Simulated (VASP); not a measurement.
# PdPt2 (Fd-3m) in VASP: notebook

The runs below take PdPt2 through single point, relaxation of cell and atoms, with PBE.

Everything below comes from runs of VASP 6.6.1. Logs are shortened: lines on timing, memory, paths and dates and some standing lists are left out, and cuts for length are marked.

### 1 The cell of the first run

It takes space group Fd-3m (No. 227, cubic). The conventional cell has a = 7.221 Å, b = 7.221 Å, c = 7.221 Å, α = 90.00°, β = 90.00°, γ = 90.00°. Pd (site symmetry -43m) has 12 Pt at 2.99 Å and 4 Pd at 3.13 Å within 3.9 Å. Pt (site symmetry -3m) has 6 Pt at 2.55 Å and 6 Pd at 2.99 Å within 3.4 Å.

### 2 Single point, PBE

File INCAR:

```
  PREC = Accurate
  ENCUT = 520
  EDIFF = 1E-7
  ISMEAR = 0
  SIGMA = 0.1
  LREAL = False
  LASPH = True
  NELM = 100
  ALGO = Normal
  ISIF = 2
  LWAVE = False
  LCHARG = False
  GGA = PE
  NBANDS = 39
```

File KPOINTS:

```
Automatic mesh
0
Gamma
  4 4 4
```

File POSCAR:

```
PdPt2
1.0
    0.0000000000      3.6106188000      3.6106188000
    3.6106188000      0.0000000000      3.6106188000
    3.6106188000      3.6106188000      0.0000000000
Pd Pt
2 4
Direct
    0.5000000000      0.5000000000      0.5000000000
    0.7500000000      0.7500000000      0.7500000000
    0.6250000000      0.1250000000      0.1250000000
    0.1250000000      0.1250000000      0.1250000000
    0.1250000000      0.1250000000      0.6250000000
    0.1250000000      0.6250000000      0.1250000000
```

Potentials or basis: VASP PAW PBE potentials, release 64 (Pd, Pt).

Run with:

```console
> cat potpaw_PBE.64/Pd/POTCAR potpaw_PBE.64/Pt/POTCAR > POTCAR
> mpirun -np 1 vasp_std > vasp.out
```

OUTCAR:

```text
PREC = Accurate
   ENCUT = 520
   EDIFF = 1E-7
   ISMEAR = 0
   LREAL = False
   LASPH = True
   NELM = 100
   ISIF = 2
   GGA = PE

 ion  position               nearest neighbor table
   1  0.500  0.500  0.500-   4 2.99   4 2.99   3 2.99   5 2.99   6 2.99   4 2.99   6 2.99   5 2.99
                             5 2.99   3 2.99   6 2.99   3 2.99   2 3.13   2 3.13   2 3.13   2 3.13
   2  0.750  0.750  0.750-   3 2.99   5 2.99   6 2.99   4 2.99   4 2.99   6 2.99   3 2.99   5 2.99
                             4 2.99   5 2.99   3 2.99   6 2.99   1 3.13   1 3.13   1 3.13   1 3.13
   3  0.625  0.125  0.125-   4 2.55   5 2.55   6 2.55   4 2.55   5 2.55   6 2.55   1 2.99   2 2.99
                             1 2.99   2 2.99   2 2.99   1 2.99
   4  0.125  0.125  0.125-   3 2.55   5 2.55   6 2.55   5 2.55   6 2.55   3 2.55   1 2.99   2 2.99
                             1 2.99   2 2.99   1 2.99   2 2.99
   5  0.125  0.125  0.625-   4 2.55   3 2.55   4 2.55   6 2.55   6 2.55   3 2.55   1 2.99   2 2.99
                             1 2.99   2 2.99   1 2.99   2 2.99
   6  0.125  0.625  0.125-   4 2.55   5 2.55   3 2.55   4 2.55   5 2.55   3 2.55   1 2.99   2 2.99
                             1 2.99   2 2.99   1 2.99   2 2.99

  LATTYP: Found a face centered cubic cell.
 ALAT       =     7.2212376000

  Lattice vectors:

 A1 = (   0.0000000000,   3.6106188000,   3.6106188000)
 A2 = (   3.6106188000,   0.0000000000,   3.6106188000)
 A3 = (   3.6106188000,   3.6106188000,   0.0000000000)

Analysis of symmetry for initial positions (statically):
=====================================================================
 Subroutine PRICEL returns:
 Original cell was already a primitive cell.

 Routine SETGRP: Setting up the symmetry group for a
 face centered cubic supercell.

 Subroutine GETGRP returns: Found 48 space group operations
 (whereof 24 operations were pure point group operations)
 out of a pool of 48 trial point group operations.

The static configuration has the point symmetry T_d .
 The point group associated with its full space group is O_h .

Analysis of symmetry for dynamics (positions and initial velocities):
=====================================================================
 Subroutine PRICEL returns:
 Original cell was already a primitive cell.

 Routine SETGRP: Setting up the symmetry group for a
 face centered cubic supercell.

 Subroutine GETGRP returns: Found 48 space group operations
 (whereof 24 operations were pure point group operations)
 out of a pool of 48 trial point group operations.

The dynamic configuration has the point symmetry T_d .
[... 96 lines left out ...]
   NFREE  =      0    steps in history (QN), initial steepest desc. (CG)
   ISIF   =      2    stress and relaxation
   ISYM   =      2    0-nonsym 1-usesym 2-fastsym
   POTIM  = 0.5000    time-step for ionic-motion
   TEBEG  =    0.0;   TEEND  =   0.0 temperature during run
   PSTRESS=    0.0 pullay stress
   NELECT =      60.0000    total number of electrons
   NUPDOWN=      -1.0000    fix difference up-down
   EMIN   =  10.00;   EMAX   =-10.00  energy-range for DOS
   EFERMI =   0.00;   METHOD = LEGACY
   ISMEAR =     0;   SIGMA  =   0.10  broadening in eV -4-tet -1-fermi 0-gaus
   EFERMI_NEDOS =   21; number of points for ismear=-14 and -15
   IALGO  =     38    algorithm
   IMIX   =      4    mixing-type and parameters
     AMIX     =   0.40;   BMIX     =  1.00
     AMIX_MAG =   1.60;   BMIX_MAG =  1.00
  volume/ion in A,a.u.               =      15.69       105.88
  Fermi-wavevector in a.u.,A,eV,Ry     =   1.408857  2.662354 27.005909  1.984878
  Thomas-Fermi vector in A             =   2.530972
   LORBIT       =      0    0 simple, 1 ext, 2 COOP (PROOUT), +10 PAW based schemes
   GGA     = PE    functional components
   LHFCALC =     F    Hartree Fock is set to
   AEXX    =    0.0000 exact exchange contribution
   IVDW    =     0    specifies the selected vdW correction
   LEPSILON=     F    determine dielectric tensor
   LRPA    =     F    only Hartree local field effects (RPA)
 non-spin polarized calculation
 Gauss-broadening in eV      SIGMA  =   0.10
  energy-cutoff  :      520.00
  volume of cell :       94.14
 maximum number of plane-waves:      2637
 NGX is ok and might be reduce to    40
   NGX = 19   NGY = 19   NGZ = 19

 number of electron      60.0000003 magnetization

 Free energy of the ion-electron system (eV)
  ---------------------------------------------------
  ext. energy  EPLUGINS =         0.00000000
  ---------------------------------------------------
  free energy    TOTEN  =       -33.28100052 eV

  energy without entropy =      -33.24073522  energy(sigma->0) =      -33.26086787

 E-fermi :  10.0457     XC(G=0): -13.0247

 val. band max:        9.9944840922   @ k =   0.0000   0.0000   0.0000
 cond. band min:      10.0589433235   @ k =  -0.2500   0.5000   0.2500
 fundamental gap:      0.0644592313
 Fermi energy:        10.0456560492

 k-point     1 :       0.0000    0.0000    0.0000
  band No.  band energies     occupation
      1      -0.0702      2.00000
      2       2.5899      2.00000
      3       3.1479      2.00000
      4       3.1479      2.00000
      5       3.1479      2.00000
      6       4.5800      2.00000
[... 325 lines left out ...]
     38      16.8145      0.00000
     39      21.1082      0.00000

------------------------ aborting loop because EDIFF is reached ----------------------------------------

  FORCE on cell =-STRESS in cart. coord.  units (eV):
  Direction    XX          YY          ZZ          XY          YZ          ZX
  --------------------------------------------------------------------------------------
  -------------------------------------------------------------------------------------
  Total        9.3927701      9.3927701      9.3927701      0.0000000     -0.0000000      0.0000000
  in kB      159.8561548    159.8561548    159.8561548      0.0000000     -0.0000000      0.0000000
  external PRESSURE =     159.8561548 kB  Pullay stress =       0.0000000 kB

 VOLUME and BASIS-vectors are now :
 -----------------------------------------------------------------------------
  energy-cutoff  :      520.00
  volume of cell :       94.14
      direct lattice vectors                 reciprocal lattice vectors
     0.000000000  3.610618800  3.610618800    -0.138480418  0.138480418  0.138480418
     3.610618800  0.000000000  3.610618800     0.138480418 -0.138480418  0.138480418
     3.610618800  3.610618800  0.000000000     0.138480418  0.138480418 -0.138480418

 POSITION                                       TOTAL-FORCE (eV/Angst)
 -----------------------------------------------------------------------------------
      3.61062      3.61062      3.61062         0.000000     -0.000000     -0.000000
      5.41593      5.41593      5.41593         0.000000      0.000000      0.000000
      0.90265      2.70796      2.70796        -0.000000      0.000000      0.000000
      0.90265      0.90265      0.90265        -0.000000      0.000000      0.000000
      2.70796      2.70796      0.90265        -0.000000      0.000000      0.000000
      2.70796      0.90265      2.70796        -0.000000      0.000000      0.000000
 -----------------------------------------------------------------------------------
    total drift:                               -0.000000     -0.000000      0.000000

  FREE ENERGIE OF THE ION-ELECTRON SYSTEM (eV)
  ---------------------------------------------------
  free  energy   TOTEN  =       -33.2810005156 eV

  energy  without entropy=      -33.2407352161  energy(sigma->0) =      -33.26086787
```

stdout:

```text
POSCAR found type information on POSCAR PdPt
 POSCAR found :  2 types and       6 ions
 scaLAPACK will be used
 LDA part: xc-table for (Slater+PW92), standard interpolation
 POSCAR, INCAR and KPOINTS ok, starting setup
 FFT: planning ... GRIDC
 FFT: planning ... GRID_SOFT
 FFT: planning ... GRID
 WAVECAR not read
 entering main loop
```

It took 28 s on 1 thread of Intel Xeon Platinum 8488C (Sapphire Rapids), shared host; peak memory 0.24 GiB.

Results:

| Quantity | Value |
| --- | --- |
| Free energy | -33.2810 eV |
| Pressure | 16.0 GPa |
| Band gap on the k mesh | zero (band 30 reaches 11.57 eV, above the bottom of band 31 at 9.72 eV) |

Caveat: the k points lie up to 0.38 Å⁻¹ apart; spin-orbit coupling is left out, which moves the levels of the heavy elements.

### 3 Single point, PBE

This run uses another cell than the first one, of 16.83 Å³/atom, 1.073 times its volume.

File INCAR:

```
SYSTEM = PdPt2
PREC = Accurate ; ENCUT = 520
EDIFF = 1E-6 ; ISMEAR = 0
SIGMA = 0.1 ; LREAL = .False.
LASPH = .True. ; NELM = 100
ALGO = Normal ; ISIF = 2
LWAVE = .False. ; LCHARG = .False.
GGA = PE ; NBANDS = 39
```

File KPOINTS:

```
regular mesh
0
Gamma
  4 4 4
  0 0 0
```

Edit POSCAR of step 2 so:

```diff
@@ -2,5 +2,5 @@
 1.0
-    0.0000000000      3.6106188000      3.6106188000
-    3.6106188000      0.0000000000      3.6106188000
-    3.6106188000      3.6106188000      0.0000000000
+    0.0000000000      3.6959252137      3.6959252137
+    3.6959252137      0.0000000000      3.6959252137
+    3.6959252137      3.6959252137      0.0000000000
 Pd Pt
```

Potentials or basis: VASP PAW PBE potentials, release 64 (Pd, Pt).

Run with:

```console
> cat potpaw_PBE.64/Pd/POTCAR potpaw_PBE.64/Pt/POTCAR > POTCAR
> mpirun -np 1 vasp_std > vasp.out
```

OUTCAR:

```text
SYSTEM = PdPt2
   PREC = Accurate
   ENCUT = 520
   EDIFF = 1E-6
   ISMEAR = 0
   LREAL = .False.
   LASPH = .True.
   NELM = 100
   ISIF = 2
   GGA = PE

 ion  position               nearest neighbor table
   1  0.500  0.500  0.500-   4 3.06   4 3.06   4 3.06   3 3.06   5 3.06   6 3.06   5 3.06   5 3.06
                             6 3.06   3 3.06   3 3.06   6 3.06   2 3.20   2 3.20   2 3.20   2 3.20
   2  0.750  0.750  0.750-   3 3.06   5 3.06   6 3.06   4 3.06   4 3.06   4 3.06   5 3.06   5 3.06
                             6 3.06   3 3.06   3 3.06   6 3.06   1 3.20   1 3.20   1 3.20   1 3.20
   3  0.625  0.125  0.125-   4 2.61   5 2.61   6 2.61   4 2.61   5 2.61   6 2.61   1 3.06   2 3.06
                             2 3.06   1 3.06   2 3.06   1 3.06
   4  0.125  0.125  0.125-   3 2.61   5 2.61   6 2.61   5 2.61   6 2.61   3 2.61   1 3.06   2 3.06
                             1 3.06   2 3.06   1 3.06   2 3.06
   5  0.125  0.125  0.625-   4 2.61   3 2.61   4 2.61   6 2.61   6 2.61   3 2.61   1 3.06   2 3.06
                             1 3.06   2 3.06   1 3.06   2 3.06
   6  0.125  0.625  0.125-   4 2.61   5 2.61   3 2.61   4 2.61   5 2.61   3 2.61   1 3.06   2 3.06
                             1 3.06   2 3.06   1 3.06   2 3.06

  LATTYP: Found a face centered cubic cell.
 ALAT       =     7.3918504274

  Lattice vectors:

 A1 = (   0.0000000000,   3.6959252137,   3.6959252137)
 A2 = (   3.6959252137,   0.0000000000,   3.6959252137)
 A3 = (   3.6959252137,   3.6959252137,   0.0000000000)

Analysis of symmetry for initial positions (statically):
=====================================================================
 Subroutine PRICEL returns:
 Original cell was already a primitive cell.

 Routine SETGRP: Setting up the symmetry group for a
 face centered cubic supercell.

 Subroutine GETGRP returns: Found 48 space group operations
 (whereof 24 operations were pure point group operations)
 out of a pool of 48 trial point group operations.

The static configuration has the point symmetry T_d .
 The point group associated with its full space group is O_h .

Analysis of symmetry for dynamics (positions and initial velocities):
[... 128 lines left out ...]
   GGA     = PE    functional components
   LHFCALC =     F    Hartree Fock is set to
   AEXX    =    0.0000 exact exchange contribution
   IVDW    =     0    specifies the selected vdW correction
   LEPSILON=     F    determine dielectric tensor
   LRPA    =     F    only Hartree local field effects (RPA)
 non-spin polarized calculation
 Gauss-broadening in eV      SIGMA  =   0.10
  energy-cutoff  :      520.00
  volume of cell :      100.97
 maximum number of plane-waves:      2764
 NGX is ok and might be reduce to    40
   NGX = 19   NGY = 19   NGZ = 19

 number of electron      60.0000003 magnetization

 Free energy of the ion-electron system (eV)
  ---------------------------------------------------
  ext. energy  EPLUGINS =         0.00000000
  ---------------------------------------------------
  free energy    TOTEN  =       -33.60008000 eV

  energy without entropy =      -33.55617611  energy(sigma->0) =      -33.57812806

 E-fermi :   8.8588     XC(G=0): -12.6088

 val. band max:        8.8039449606   @ k =   0.0000   0.0000   0.0000
 cond. band min:       8.8783802288   @ k =  -0.2500   0.5000   0.2500
 fundamental gap:      0.0744352682
 Fermi energy:         8.8587586216

 k-point     1 :       0.0000    0.0000    0.0000
  band No.  band energies     occupation
      1      -0.4884      2.00000
      2       2.1184      2.00000
      3       2.6272      2.00000
      4       2.6272      2.00000
      5       2.6272      2.00000
      6       3.9459      2.00000
[... 325 lines left out ...]
     38      15.2020      0.00000
     39      19.4889      0.00000

------------------------ aborting loop because EDIFF is reached ----------------------------------------

  FORCE on cell =-STRESS in cart. coord.  units (eV):
  Direction    XX          YY          ZZ          XY          YZ          ZX
  --------------------------------------------------------------------------------------
  -------------------------------------------------------------------------------------
  Total       -0.0376077     -0.0376077     -0.0376077     -0.0000000     -0.0000000      0.0000000
  in kB       -0.5967435     -0.5967435     -0.5967435     -0.0000000     -0.0000000      0.0000000
  external PRESSURE =      -0.5967435 kB  Pullay stress =       0.0000000 kB

 VOLUME and BASIS-vectors are now :
 -----------------------------------------------------------------------------
  energy-cutoff  :      520.00
  volume of cell :      100.97
      direct lattice vectors                 reciprocal lattice vectors
     0.000000000  3.695925214  3.695925214    -0.135284123  0.135284123  0.135284123
     3.695925214  0.000000000  3.695925214     0.135284123 -0.135284123  0.135284123
     3.695925214  3.695925214  0.000000000     0.135284123  0.135284123 -0.135284123

 POSITION                                       TOTAL-FORCE (eV/Angst)
 -----------------------------------------------------------------------------------
      3.69593      3.69593      3.69593        -0.000000     -0.000000     -0.000000
      5.54389      5.54389      5.54389         0.000000      0.000000      0.000000
      0.92398      2.77194      2.77194        -0.000000      0.000000      0.000000
      0.92398      0.92398      0.92398        -0.000000      0.000000      0.000000
      2.77194      2.77194      0.92398        -0.000000      0.000000      0.000000
      2.77194      0.92398      2.77194        -0.000000      0.000000      0.000000
 -----------------------------------------------------------------------------------
    total drift:                               -0.000000     -0.000000      0.000000

  FREE ENERGIE OF THE ION-ELECTRON SYSTEM (eV)
  ---------------------------------------------------
  free  energy   TOTEN  =       -33.6000799978 eV

  energy  without entropy=      -33.5561761140  energy(sigma->0) =      -33.57812806
```

stdout:

```text
POSCAR found type information on POSCAR PdPt
 POSCAR found :  2 types and       6 ions
 scaLAPACK will be used
 LDA part: xc-table for (Slater+PW92), standard interpolation
 POSCAR, INCAR and KPOINTS ok, starting setup
 FFT: planning ... GRIDC
 FFT: planning ... GRID_SOFT
 FFT: planning ... GRID
 WAVECAR not read
 entering main loop
```

Run time: 29 s. Hardware: 1 thread of Intel Xeon Platinum 8488C (Sapphire Rapids), shared host; peak memory 0.24 GiB.

What came out:

```
Free energy            : -33.6001 eV
Pressure               : -0.1 GPa
Band gap on the k mesh : zero (band 30 reaches 10.19 eV, above the bottom of band 31 at 8.56 eV)
```

Levels at points of the mesh, in eV from the Fermi level:
| k point | band 28 | band 29 | band 30 | band 31 | band 32 | band 33 |
| --- | --- | --- | --- | --- | --- | --- |
| (0.00, 0.00, 0.00) | -0.05 | 1.01 | 1.33 | 1.33 | 1.33 | 3.24 |
| (0.50, 0.00, 0.00) | -0.37 | -0.37 | -0.14 | -0.14 | 1.33 | 1.89 |
| (0.50, 0.50, 0.00) | -0.70 | -0.63 | -0.63 | -0.30 | -0.30 | 2.69 |

Caveat: the k points lie up to 0.37 Å⁻¹ apart; spin-orbit coupling is left out, which moves the levels of the heavy elements.

### 4 Relaxation of cell and atoms, PBE

File INCAR:

```
SYSTEM = PdPt2
PREC = Accurate ; ENCUT = 600
EDIFF = 1E-6 ; ISMEAR = 0
SIGMA = 0.1 ; LREAL = .False.
LASPH = .True. ; NELM = 60
ALGO = Normal ; ISIF = 3
LWAVE = .False. ; LCHARG = .False.
GGA = PE ; IBRION = 2
NSW = 90 ; EDIFFG = -0.04
```

KPOINTS is that of step 3.

Edit POSCAR of step 3 so:

```diff
@@ -2,5 +2,5 @@
 1.0
-    0.0000000000      3.6959252137      3.6959252137
-    3.6959252137      0.0000000000      3.6959252137
-    3.6959252137      3.6959252137      0.0000000000
+    0.0000000000      3.6106188000      3.6106188000
+    3.6106188000      0.0000000000      3.6106188000
+    3.6106188000      3.6106188000      0.0000000000
 Pd Pt
```

Run with:

```console
> cat potpaw_PBE.64/Pd/POTCAR potpaw_PBE.64/Pt/POTCAR > POTCAR
> mpirun -np 1 vasp_std > vasp.out
```

It took 1.9 min on 1 thread of Intel Xeon Platinum 8488C (Sapphire Rapids), shared host; peak memory 0.27 GiB.

Results (log left out):

* Free energy: -33.5963 eV
* Relaxed volume: 16.83 Å³/atom
* Relaxed cell: a = 5.227 Å, b = 5.227 Å, c = 5.227 Å, α = 60.00°, β = 60.00°, γ = 60.00°
* Space group after relaxing (to 0.05 Å): Fd-3m (No. 227)
* Energy gained by relaxing: 52.6 meV/atom
* Ionic steps: 4
* Pressure after relaxing: -0.1 GPa
* Band gap on the k mesh: zero (band 30 reaches 10.19 eV, above the bottom of band 31 at 8.55 eV)

The path:
```csv
step,energy change (eV),largest force (eV/Å),pressure (GPa),volume (Å³)
1,0.0000,0.0000,16.05,94.14
2,0.8115,0.0000,-18.81,117.23
3,-0.3151,0.0000,-0.69,101.32
4,-0.3159,0.0000,-0.08,100.99
```

Final structure:
```cif
data_structure
_symmetry_space_group_name_H-M 'P 1'
_symmetry_Int_Tables_number 1
_cell_length_a 5.2272
_cell_length_b 5.2272
_cell_length_c 5.2272
_cell_angle_alpha 60.000
_cell_angle_beta 60.000
_cell_angle_gamma 60.000
_cell_volume 100.99
loop_
_atom_site_label
_atom_site_type_symbol
_atom_site_fract_x
_atom_site_fract_y
_atom_site_fract_z
_atom_site_occupancy
Pd1 Pd 0.50000 0.50000 0.50000 1
Pd2 Pd 0.75000 0.75000 0.75000 1
Pt1 Pt 0.62500 0.12500 0.12500 1
Pt2 Pt 0.12500 0.12500 0.12500 1
Pt3 Pt 0.12500 0.12500 0.62500 1
Pt4 Pt 0.12500 0.62500 0.12500 1
```

Levels at points of the mesh, in eV from the Fermi level:
```
           k point  band 28  band 29  band 30  band 31  band 32  band 33
(0.00, 0.00, 0.00)    -0.05     1.01     1.33     1.33     1.33     3.24
(0.50, 0.00, 0.00)    -0.37    -0.37    -0.14    -0.14     1.33     1.89
(0.50, 0.50, 0.00)    -0.70    -0.63    -0.63    -0.30    -0.30     2.69
```

Caveat: the k points lie up to 0.37 Å⁻¹ apart in the final cell; spin-orbit coupling is left out, which moves the levels of the heavy elements.

(Part 1 of 2 ends here.)
